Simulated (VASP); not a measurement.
A run of VASP 6.6.1:

The input INCAR:

```
PREC = Accurate
ENCUT = 520
EDIFF = 1E-7
ISMEAR = 0
SIGMA = 0.05
LREAL = F
LASPH = T
NELM = 60
ALGO = Normal
ISIF = 2
LWAVE = F
LCHARG = F
GGA = PS
NBANDS = 16
```

Contents of KPOINTS:

```
regular mesh
0
Gamma
  10 10 10
```

POSCAR

```
ZnS
1.0
   -0.8467806019      2.3286466552      2.3286466552
    2.3286466552     -0.8467806019      2.3286466552
    2.3286466552      2.3286466552     -0.8467806019
Zn S
1 1
Direct
    0.0000000000      0.0000000000      0.0000000000
    0.7500000000      0.7500000000      0.7500000000
```

Potentials or basis: VASP PAW PBE potentials, release 64 (Zn, S).

Launch:

```sh
$ cat potpaw_PBE.64/Zn/POTCAR potpaw_PBE.64/S/POTCAR > POTCAR
$ mpirun -np 1 vasp_std > vasp.out
```

Hardware: 1 thread of Intel(R) Xeon(R) 6975P-C (Granite Rapids), with other jobs on the host.

**Question.** How long does it take, and how much memory?

**Answer.** Run time: 27 s on 1 thread of Intel(R) Xeon(R) 6975P-C (Granite Rapids), on a shared host, peak memory 0.2 GiB. Counts: scf iterations 14, k points 116.
